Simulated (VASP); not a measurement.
# Sn2Pt (Fm-3m) in VASP: notebook, part 2 of 2

VASP 6.6.1. Earlier steps stand in the parts before.

## 6. Relaxation of cell and atoms, LDA

File INCAR:

```
SYSTEM = Sn2Pt
ALGO = Fast
EDIFF = 1E-6
EDIFFG = -0.001
ENCUT = 600
IBRION = 2
ISIF = 3
ISMEAR = -1
LASPH = .True.
LCHARG = .False.
LREAL = .False.
LWAVE = .False.
NELM = 80
NSW = 80
PREC = Accurate
SIGMA = 0.15
```

File KPOINTS:

```
k-points
0
Gamma
  12 12 12
  0 0 0
```

File POSCAR:

```
Sn2Pt
1.0
    0.0000000000      3.2034180235      3.2034180235
    3.2034180235      0.0000000000      3.2034180235
    3.2034180235      3.2034180235      0.0000000000
Sn Pt
2 1
Direct
    0.2500000000      0.2500000000      0.2500000000
    0.7500000000      0.7500000000      0.7500000000
    0.0000000000      0.0000000000      0.0000000000
```

Potentials or basis: VASP PAW LDA potentials, release 64 (Sn_d, Pt).

On the command line:

```console
cat potpaw_LDA.64/Sn_d/POTCAR potpaw_LDA.64/Pt/POTCAR > POTCAR
mpirun -np 1 vasp_std > vasp.out
```

OUTCAR:

```text
SYSTEM = Sn2Pt
   EDIFF = 1E-6
   EDIFFG = -0.001
   ENCUT = 600
   IBRION = 2
   ISIF = 3
   ISMEAR = -1
   LASPH = .True.
   LREAL = .False.
   NELM = 80
   NSW = 80
   PREC = Accurate

 ion  position               nearest neighbor table
   1  0.250  0.250  0.250-   3 2.77   3 2.77   3 2.77   3 2.77   2 3.20   2 3.20   2 3.20   2 3.20
                             2 3.20   2 3.20
   2  0.750  0.750  0.750-   3 2.77   3 2.77   3 2.77   3 2.77   1 3.20   1 3.20   1 3.20   1 3.20
                             1 3.20   1 3.20
   3  0.000  0.000  0.000-   2 2.77   2 2.77   2 2.77   1 2.77   2 2.77   1 2.77   1 2.77   1 2.77

  LATTYP: Found a face centered cubic cell.
 ALAT       =     6.4068360470

  Lattice vectors:

 A1 = (   0.0000000000,   3.2034180235,   3.2034180235)
 A2 = (   3.2034180235,   0.0000000000,   3.2034180235)
 A3 = (   3.2034180235,   3.2034180235,   0.0000000000)

Analysis of symmetry for initial positions (statically):
=====================================================================
 Subroutine PRICEL returns:
 Original cell was already a primitive cell.

 Routine SETGRP: Setting up the symmetry group for a
 face centered cubic supercell.

 Subroutine GETGRP returns: Found 48 space group operations
 (whereof 48 operations were pure point group operations)
 out of a pool of 48 trial point group operations.

The static configuration has the point symmetry O_h .

[... 266 lines left out ...]
  FREE ENERGIE OF THE ION-ELECTRON SYSTEM (eV)
  ---------------------------------------------------
  free  energy   TOTEN  =       -17.9238696148 eV

  energy  without entropy=      -17.8405045053  energy(sigma->0) =      -17.88218706

[... ionic steps 4 to 11 ...]

--------------------------------------- Ionic step       12  -------------------------------------------

 number of electron      38.0000012 magnetization

------------------------ aborting loop because EDIFF is reached ----------------------------------------
[... 69 lines left out ...]
--------------------------------------- Ionic step       14  -------------------------------------------

 number of electron      38.0000012 magnetization

 Free energy of the ion-electron system (eV)
  ---------------------------------------------------
  ext. energy  EPLUGINS =         0.00000000
  ---------------------------------------------------
  free energy    TOTEN  =       -17.92386969 eV

  energy without entropy =      -17.84051627  energy(sigma->0) =      -17.88219298

 E-fermi :   9.4246     XC(G=0): -11.3972

 val. band max:        9.4105549043   @ k =  -0.4167   0.4167   0.0000
 cond. band min:       9.4293197101   @ k =   0.1667   0.0833   0.0000
 fundamental gap:      0.0187648058
 Fermi energy:         9.4246184222

 k-point     1 :       0.0000    0.0000    0.0000
  band No.  band energies     occupation
      1     -12.3985      2.00000
      2     -12.3985      2.00000
      3     -12.2931      2.00000
      4     -12.2931      2.00000
      5     -12.2931      2.00000
      6     -12.1434      2.00000
[... 613 lines left out ...]
     22      12.8673      0.00000
     23      13.8032      0.00000

 [... further k-points ...]
[... 5 lines left out ...]
  --------------------------------------------------------------------------------------
  -------------------------------------------------------------------------------------
  Total       -0.0015733     -0.0015733     -0.0015733      0.0000000      0.0000000      0.0000000
  in kB       -0.0382195     -0.0382195     -0.0382195      0.0000000      0.0000000      0.0000000
  external PRESSURE =      -0.0382195 kB  Pullay stress =       0.0000000 kB
[... 18 lines left out ...]
  FREE ENERGIE OF THE ION-ELECTRON SYSTEM (eV)
  ---------------------------------------------------
  free  energy   TOTEN  =       -17.9238696930 eV

  energy  without entropy=      -17.8405162662  energy(sigma->0) =      -17.88219298

 reached required accuracy - stopping structural energy minimisation
```

OSZICAR:

```text
N       E                     dE             d eps       ncg     rms          rms(c)
DAV:   1     0.365275954977E+03    0.36528E+03   -0.21264E+04  3383   0.278E+03
DAV:   2     0.232293142361E+02   -0.34205E+03   -0.33536E+03  3389   0.612E+02
DAV:   3    -0.171938465982E+02   -0.40423E+02   -0.39937E+02  4005   0.179E+02
[... 78 lines left out ...]
RMM:   2    -0.179238698134E+02    0.41809E-06   -0.11012E-06  1750   0.111E-02
  13 F= -.17923870E+02 E0= -.17882191E+02  d E =-.157307E-06
       N       E                     dE             d eps       ncg     rms          rms(c)
DAV:   1    -0.179238719831E+02   -0.17516E-05   -0.39975E-05  3914   0.920E-02    0.901E-03
RMM:   2    -0.179238699913E+02    0.19918E-05   -0.50146E-06  2546   0.235E-02    0.363E-03
RMM:   3    -0.179238696930E+02    0.29835E-06   -0.88688E-07  1723   0.102E-02
  14 F= -.17923870E+02 E0= -.17882193E+02  d E =-.368118E-07
```

CONTCAR:

```text
Sn2Pt
   1.00000000000000
     0.0000000000000000    3.2068037257504813    3.2068037257504813
     3.2068037257504813    0.0000000000000000    3.2068037257504813
     3.2068037257504813    3.2068037257504813    0.0000000000000000
  Sn              Pt
     2     1
Direct
     0.2500000000000000    0.2500000000000000    0.2500000000000000
     0.7500000000000000    0.7500000000000000    0.7500000000000000
     0.0000000000000000    0.0000000000000000    0.0000000000000000

  0.00000000E+00  0.00000000E+00  0.00000000E+00
  0.00000000E+00  0.00000000E+00  0.00000000E+00
  0.00000000E+00  0.00000000E+00  0.00000000E+00
```

Run time: 3.8 min. Hardware: 1 thread of Intel Xeon 6975P-C (Granite Rapids), shared host; peak memory 0.28 GiB.

What came out:

```yaml
Free_energy: -17.9239 eV
Relaxed_volume: 21.98 Å³/atom
Relaxed_cell: a = 4.535 Å, b = 4.535 Å, c = 4.535 Å, α = 60.00°, β = 60.00°, γ = 60.00°
Space_group_after_relaxing_to_0.05_Å: Fm-3m (No. 225)
Energy_gained_by_relaxing: 0.1 meV/atom
Ionic_steps: 14
Pressure_after_relaxing: 0.0 GPa
Band_gap_on_the_k_mesh: zero (band 19 reaches 11.87 eV, above the bottom of band 20 at 8.36 eV)
```

The path:
```csv
step,energy change (eV),largest force (eV/Å),pressure (GPa),volume (Å³)
1,0.0000,0.0000,0.37,65.75
2,0.0001,0.0000,-0.46,66.22
3,-0.0002,0.0000,-0.01,65.96
4,-0.0002,0.0000,-0.01,65.96
5,-0.0002,0.0000,0.05,65.94
6,-0.0002,0.0000,0.03,65.95
7,-0.0002,0.0000,0.03,65.95
8,-0.0002,0.0000,-0.03,65.96
9,-0.0002,0.0000,-0.01,65.96
10,-0.0002,0.0000,-0.01,65.96
11,-0.0002,0.0000,-0.01,65.96
12,-0.0002,0.0000,-0.02,65.96
13,-0.0002,0.0000,-0.02,65.96
14,-0.0002,0.0000,0.00,65.95
```

Final structure:
```
Sn Pt
1.0
     0.00000    3.20680    3.20680
     3.20680    0.00000    3.20680
     3.20680    3.20680    0.00000
Sn Pt
2 1
Direct
  0.25000 0.25000 0.25000
  0.75000 0.75000 0.75000
  0.00000 0.00000 0.00000
```

Levels at points of the mesh, in eV from the Fermi level:
```
           k point  band 15  band 16  band 17  band 18  band 19  band 20  band 21  band 22  band 23
(0.00, 0.00, 0.00)    -3.63    -3.63    -2.96     2.44     2.44     2.44     2.77     2.77     2.77
(0.50, 0.00, 0.00)    -4.10    -3.59    -3.59    -0.64    -0.64     0.72     0.99     2.82     2.82
(0.50, 0.50, 0.00)    -3.95    -3.52    -3.51    -3.39    -3.39    -0.56     2.13     7.13     7.13
```

Caveat: spin-orbit coupling is left out, which moves the levels of the heavy elements.

## 7. Overview

```csv
task,cell,cutoff (eV),gap on the mesh (eV),pressure (GPa)
single point,"a = 4.531 Å, angles 60.0°, 3 atoms",520,none,0.2
single point,"a = 4.501 Å, angles 60.0°, 3 atoms",520,none,2.7
single point,"a = 4.561 Å, angles 60.0°, 3 atoms",520,none,-1.9
relaxation of cell and atoms,"relaxed from a = 4.530 Å, angles 60.0°, 3 atoms",600,none,0.0
```

Alike in all rows: level LDA; potentials or basis VASP PAW LDA potentials, release 64 (Sn_d, Pt); no spin polarisation; k mesh 12 × 12 × 12; smearing fermi-dirac 0.15 eV.

Caveats: spin-orbit coupling is left out, which moves the levels of the heavy elements.

Total energies depend on the potentials used, so only differences within one code and one set of settings carry meaning.
